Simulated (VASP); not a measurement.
Wanted: the native input for a VASP 6.6.1 run.

| Quantity | Value |
| --- | --- |
| Task | single point |
| Functional | LDA |
| Potentials or basis | VASP PAW LDA potentials, release 64 (B, P) |
| Cutoff | 520 eV |
| k mesh | 12 × 12 × 12 |
| Occupations | fermi-dirac, width 0.08 eV |
| Spin | no spin polarisation |
| Dipole correction | no |
| Further INCAR settings | ALGO = Normal; EDIFF = 1e-06; NBANDS = 11 |

The structure of BP lies in POSCAR:

```
BP
1.0
    0.0000000000      2.2226808807      2.2226808807
    2.2226808807      0.0000000000      2.2226808807
    2.2226808807      2.2226808807      0.0000000000
B P
1 1
Direct
    0.0000000000      0.0000000000      0.0000000000
    0.7500000000      0.7500000000      0.7500000000
```

This cell differs from its parent crystal: volume scaled by 0.94.

The input as run:

INCAR

```
PREC = Accurate
ENCUT = 520
EDIFF = 1E-6
ISMEAR = -1
SIGMA = 0.08
LREAL = False
LASPH = True
NELM = 60
ALGO = Normal
ISIF = 2
LWAVE = False
LCHARG = False
GGA = CA
NBANDS = 11
```

KPOINTS

```
regular mesh
0
Gamma
  12 12 12
```

Potentials or basis: VASP PAW LDA potentials, release 64 (B, P).

Run with:

```sh
$ cat potpaw_LDA.64/B/POTCAR potpaw_LDA.64/P/POTCAR > POTCAR
$ mpirun -np 1 vasp_std > vasp.out
```

Results of the run:

The pressure is 5.5 GPa and the band gap on the k mesh is 1.11 eV, indirect (least direct gap 3.48 eV).

Wall time 9.4 s on 1 thread of AMD EPYC 9R45 96-Core Processor (Zen 5), with other jobs on the host, peak memory 0.1 GiB.
